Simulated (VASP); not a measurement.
A run of VASP 6.6.1 is set up as follows.

The input POSCAR:

```
BaS
1.0
    0.0000000000      3.4492500000      3.4492500000
    3.4492500000      0.0000000000      3.4492500000
    3.4492500000      3.4492500000      0.0000000000
Ba S
1 1
Direct
    0.0000000000      0.0000000000      0.0000000000
    0.5000000000      0.5000000000      0.5000000000
```

File INCAR.step1:

```
PREC = Accurate ; ENCUT = 520
ISMEAR = 0 ; SIGMA = 0.05
LREAL = F ; LASPH = T
NELM = 80 ; NBANDS = 15
GGA = PE ; ALGO = Normal
EDIFF = 1E-4 ; LWAVE = T
LCHARG = F
```

File INCAR.step2:

```
PREC = Accurate ; ENCUT = 520
EDIFF = 1E-6 ; ISMEAR = 0
SIGMA = 0.05 ; LREAL = F
LASPH = T ; NELM = 80
ALGO = Normal ; ISIF = 2
LWAVE = F ; LCHARG = F
METAGGA = R2SCAN ; LMIXTAU = T
NBANDS = 15 ; ISTART = 1
```

File KPOINTS:

```
regular mesh
0
Gamma
  6 6 6
```

Potentials or basis: VASP PAW PBE potentials, release 64 (Ba_sv, S).

The run is started by

```bash
$ cat potpaw_PBE.64/Ba_sv/POTCAR potpaw_PBE.64/S/POTCAR > POTCAR
$ cp INCAR.step1 INCAR
$ mpirun -np 1 vasp_std > vasp.out
$ cp INCAR.step2 INCAR
$ mpirun -np 1 vasp_std > vasp.out
```

**Question.** Estimate the band gap on the k mesh.

**Answer.** 2.71 eV (least direct gap 2.91 eV).

**Question.** Estimate the pressure.

**Answer.** -5.7 GPa.

Caveat: the cell differs from its parent crystal (strain +0.080 along x and y, +0.080 along z); the cell stands under tension; the PAW data sets were made with another functional, which shifts forces and pressure a little; spin-orbit coupling is left out, which moves the levels of the heavy elements. A k mesh can miss the band edges.
